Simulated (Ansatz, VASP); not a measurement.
**SrTiO3: VASP beside Ansatz**

```
CELL_PARAMETERS angstrom
3.93649 0.00000 0.00000
0.00000 3.93649 0.00000
0.00000 0.00000 3.93649
ATOMIC_POSITIONS crystal
Sr 0.00000 0.00000 0.00000
Ti 0.50000 0.50000 0.50000
O 0.00000 0.50000 0.50000
O 0.50000 0.00000 0.50000
O 0.50000 0.50000 0.00000
```

Alike in both runs: functional PBE; k mesh 4 × 4 × 4; occupations gaussian, width 0.1 eV; collinear spin.

Ansatz relaxed the structure, and its values are those at the end. VASP's run is a single point on that final structure, the one shown.

```csv
,VASP,Ansatz
version,VASP 6.6.1,Ansatz 0.2.0
potentials or method,"VASP PAW PBE potentials, release 64 (Sr_sv, Ti_sv, O), cutoff 520 eV","scalar-relativistic, plane waves, PAW"
valence electrons in the cell,40,40
```

|  | VASP | Ansatz | Ansatz less VASP |
| --- | --- | --- | --- |
| gap on the k mesh at the Fermi level (eV) | 1.79 | 1.82 | +0.031 |
| least direct gap on the mesh (eV) | 2.16 | 2.18 | +0.021 |
| pressure (GPa) | 0.7 | 0.0 | -0.62 |
| net moment per atom (μB) | 0.00 | 0.00 | 0.000 |

Ansatz's warnings: seeded moment not kept.
